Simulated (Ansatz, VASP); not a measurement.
**WC in VASP and in Ansatz**

```
W C
1.0
     4.08688    0.00000    0.00000
     0.00000    4.08688    0.00000
     0.00000    0.00000    3.11418
W C
2 2
Direct
  0.50000 0.50000 0.00000
  0.00000 0.00000 0.00000
  0.50000 0.00000 0.87734
  0.00000 0.50000 0.12266
```

Alike in both runs: functional PBE; k mesh 4 × 4 × 6; occupations gaussian, width 0.2 eV; no spin polarisation.

Ansatz relaxed the structure, and its values are those at the end. VASP's run is a single point on that final structure, the one shown.

|  | VASP | Ansatz |
| --- | --- | --- |
| version | VASP 6.6.1 | Ansatz 0.2.0 |
| potentials or method | VASP PAW PBE potentials, release 64 (W_sv, C), cutoff 600 eV | scalar-relativistic, plane waves, PAW |
| valence electrons in the cell | 36 | 36 |

```csv
,VASP,Ansatz,Ansatz less VASP
gap on the k mesh at the Fermi level (eV),none,none,-
pressure (GPa),0.0,-0.5,-0.55
rms of the force components (eV/Å),0.005,0.002,-0.0029
```

A gap of «none» marks a metal or a gap that the smearing closes. With one functional, cell and mesh, what is left measures potentials, basis and numerics.

The k mesh is coarse, so the values compare programs but aren't converged. Spin-orbit coupling is off throughout.
